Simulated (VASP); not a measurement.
Input of a VASP 6.6.1 run:

Contents of INCAR:

```
SYSTEM = TiB2
PREC = Accurate
ENCUT = 600
EDIFF = 1E-7
ISMEAR = 0
SIGMA = 0.1
LREAL = .False.
LASPH = .True.
NELM = 80
ALGO = Normal
ISIF = 3
LWAVE = .False.
LCHARG = .False.
GGA = PE
IVDW = 12
IBRION = 2
NSW = 100
EDIFFG = -0.005
```

Contents of KPOINTS:

```
Automatic mesh
0
Gamma
  18 18 14
  0 0 0
```

The input POSCAR:

```
TiB2
1.0
    3.0291982016      0.0000000000      0.0000000000
   -1.5145991008      2.6233625957      0.0000000000
    0.0000000000      0.0000000000      3.2284000000
Ti B
1 2
Direct
    0.0000000000      0.0000000000      0.0000000000
    0.3333333333      0.6666666667      0.5000000000
    0.6666666667      0.3333333333      0.5000000000
```

Potentials or basis: VASP PAW PBE potentials, release 64 (Ti_sv, B).

The run is started by

```bash
$ cat potpaw_PBE.64/Ti_sv/POTCAR potpaw_PBE.64/B/POTCAR > POTCAR
$ mpirun -np 1 vasp_std > vasp.out
```

Task: Predict the space group after relaxing (to 0.1 Å).

Result: P6/mmm (No. 191).

Task: What does it give for the relaxed cell?

Result: a = 3.004 Å, b = 3.004 Å, c = 3.183 Å, α = 90.00°, β = 90.00°, γ = 120.00°.

Task: Estimate the dispersion energy per atom.

Result: -0.433 eV.

Stress tensor (GPa, compression positive):
```
 0.01  0.00  0.00
 0.00  0.01  0.00
 0.00  0.00 -0.07
```
